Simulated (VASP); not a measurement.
A run of VASP 6.6.1:

Contents of INCAR:

```
SYSTEM = ScIr
  ALGO = Normal
  EDIFF = 1E-8
  ENCUT = 520
  GGA = PS
  IBRION = 8
  ISIF = 2
  ISMEAR = -1
  LASPH = .True.
  LCHARG = .False.
  LREAL = .False.
  LWAVE = .False.
  NBANDS = 17
  NELM = 60
  NSW = 1
  PREC = Accurate
  SIGMA = 0.1
```

File KPOINTS:

```
k-points
0
Gamma
  10 10 10
  0 0 0
```

File POSCAR:

```
ScIr
1.0
    3.1570889735      0.0000000000      0.0000000000
    0.0000000000      3.1570889735      0.0000000000
    0.0000000000      0.0000000000      3.1570889735
Sc Ir
1 1
Direct
    0.5000000000      0.5000000000      0.5000000000
    0.0000000000      0.0000000000      0.0000000000
```

Potentials or basis: VASP PAW PBE potentials, release 64 (Sc_sv, Ir).

Launch:

```sh
$ cat potpaw_PBE.64/Sc_sv/POTCAR potpaw_PBE.64/Ir/POTCAR > POTCAR
$ mpirun -np 1 vasp_std > vasp.out
```

Hardware: 1 thread of Intel(R) Xeon(R) Platinum 8488C (Sapphire Rapids), with other jobs on the host.

Task: Estimate the wall time of this run.

Result: It took 2.5 min on 1 thread of Intel(R) Xeon(R) Platinum 8488C (Sapphire Rapids), on a shared host, peak memory 0.3 GiB. Counts: scf iterations 46, k points 56.
